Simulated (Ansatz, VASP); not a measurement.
## One calculation of C, two programs

```
C
1.0
    -2.67275    0.00033    0.00142
     1.33678   -3.09975   -0.00075
    -0.00375    0.00004    6.85555
C
8
Direct
  0.49978 0.00000 0.40257
  0.49989 0.00000 0.90257
  0.50011 0.00000 0.09744
  0.50023 0.00000 0.59744
  0.32198 0.64404 0.25000
  0.32213 0.64403 0.75000
  0.67787 0.35597 0.25000
  0.67802 0.35596 0.75000
```

Change from the starting cell: cell x2, atoms moved at random (sigma 0.05 Å) and cell strained at random (1.5 %), then relaxed without symmetry.

Alike in both runs: functional PBE; k mesh 8 × 8 × 4; occupations gaussian, width 0.2 eV; no spin polarisation.

Ansatz relaxed the structure, and its values are those at the end. VASP's run is a single point on that final structure, the one shown.

|  | VASP | Ansatz |
| --- | --- | --- |
| version | VASP 6.6.1 | Ansatz 0.2.0 |
| potentials or method | VASP PAW PBE potentials, release 64 (C), cutoff 520 eV | scalar-relativistic, plane waves, PAW |
| valence electrons in the cell | 32 | 32 |

```tsv
	VASP	Ansatz	Ansatz less VASP
gap on the k mesh at the Fermi level (eV)	none	none	-
pressure (GPa)	0.4	0.0	-0.37
rms of the force components (eV/Å)	0.015	0.000	-0.0150
```

A gap of «none» marks a metal or a gap that the smearing closes.
